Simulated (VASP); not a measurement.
A run of VASP 6.6.1 is set up as follows.

Contents of INCAR:

```
  PREC = Accurate
  ENCUT = 600
  EDIFF = 1E-7
  ISMEAR = 0
  SIGMA = 0.1
  LREAL = False
  LASPH = True
  NELM = 120
  ALGO = Normal
  ISIF = 3
  LWAVE = False
  LCHARG = False
  GGA = PE
  IBRION = 2
  NSW = 100
  EDIFFG = -0.01
  GGA_COMPAT = False
  NELMIN = 4
```

The input KPOINTS:

```
regular mesh
0
Gamma
  8 8 8
```

File POSCAR:

```
In2O
1.0
    5.1343813733      0.0000000000      0.0000000000
    0.0000000000      5.1343813733      0.0000000000
    0.0000000000      0.0000000000      5.1343813733
In O
4 2
Direct
    0.7500000000      0.7500000000      0.7500000000
    0.7500000000      0.2500000000      0.2500000000
    0.2500000000      0.2500000000      0.7500000000
    0.2500000000      0.7500000000      0.2500000000
    0.0000000000      0.0000000000      0.0000000000
    0.5000000000      0.5000000000      0.5000000000
```

Potentials or basis: VASP PAW PBE potentials, release 64 (In_d, O).

Command:

```bash
$ cat potpaw_PBE.64/In_d/POTCAR potpaw_PBE.64/O/POTCAR > POTCAR
$ mpirun -np 1 vasp_std > vasp.out
```

Task: Predict the relaxed volume.

Result: 22.60 Å³/atom.

Task: What does it give for the space group after relaxing (to 0.1 Å)?

Result: Pn-3m (No. 224).

Task: Predict the relaxed cell.

Result: a = 5.137 Å, b = 5.137 Å, c = 5.137 Å, α = 90.00°, β = 90.00°, γ = 90.00°.

Task: Predict the band gap on the k mesh.

Result: Zero (bands 32 and 33 overlap by 1.46 eV).

Final structure:
```
CELL_PARAMETERS angstrom
5.13734 0.00000 0.00000
0.00000 5.13734 0.00000
0.00000 0.00000 5.13734
ATOMIC_POSITIONS crystal
In 0.75000 0.75000 0.75000
In 0.75000 0.25000 0.25000
In 0.25000 0.25000 0.75000
In 0.25000 0.75000 0.25000
O 0.00000 0.00000 0.00000
O 0.50000 0.50000 0.50000
```

Caveat: spin-orbit coupling is left out, which moves the levels of the heavy elements.
